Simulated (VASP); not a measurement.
Write the native input for VASP 6.6.1 that does the following.

```
Task                   : single point
Functional             : PBEsol
Dispersion             : D4
Potentials or basis    : VASP PAW PBE potentials, release 64 (Te, Pb_d)
Cutoff                 : 520 eV
k mesh                 : 4 × 4 × 4
Occupations            : gaussian, width 0.01 eV
Spin                   : no spin polarisation
Dipole correction      : no
Further INCAR settings : ALGO = Normal; EDIFF = 1e-06; NBANDS = 17
```

The structure of TePb lies in POSCAR:

```
TePb
1.0
    0.0000000000      3.2310000000      3.2310000000
    3.2310000000      0.0000000000      3.2310000000
    3.2310000000      3.2310000000      0.0000000000
Te Pb
1 1
Direct
    0.4997200000      0.4788200000      0.4975200000
    0.9958749830      0.0066950170     -0.0021950170
```

These files were run (other wordings do the same):

INCAR

```
PREC = Accurate
ENCUT = 520
EDIFF = 1E-6
ISMEAR = 0
SIGMA = 0.01
LREAL = False
LASPH = True
NELM = 100
ALGO = Normal
ISIF = 2
LWAVE = False
LCHARG = False
GGA = PS
IVDW = 13
NBANDS = 17
```

KPOINTS

```
Automatic mesh
0
Gamma
  4 4 4
```

Potentials or basis: VASP PAW PBE potentials, release 64 (Te, Pb_d).

Launch:

```sh
$ cat potpaw_PBE.64/Te/POTCAR potpaw_PBE.64/Pb_d/POTCAR > POTCAR
$ mpirun -np 1 vasp_std > vasp.out
```

It gave:

* Pressure: -1.4 GPa
* Largest force: 0.021 eV/Å
* Band gap on the k mesh: 0.69 eV, direct
* Dispersion energy per atom: -0.253 eV

Caveat: the k points lie up to 0.42 Å⁻¹ apart; the PAW data sets were made with another functional, which shifts forces and pressure a little; spin-orbit coupling is left out, which moves the levels of the heavy elements.

Run time: 29 s on 1 thread of Intel(R) Xeon(R) 6975P-C (Granite Rapids), on a shared host, peak memory 0.21 GiB.
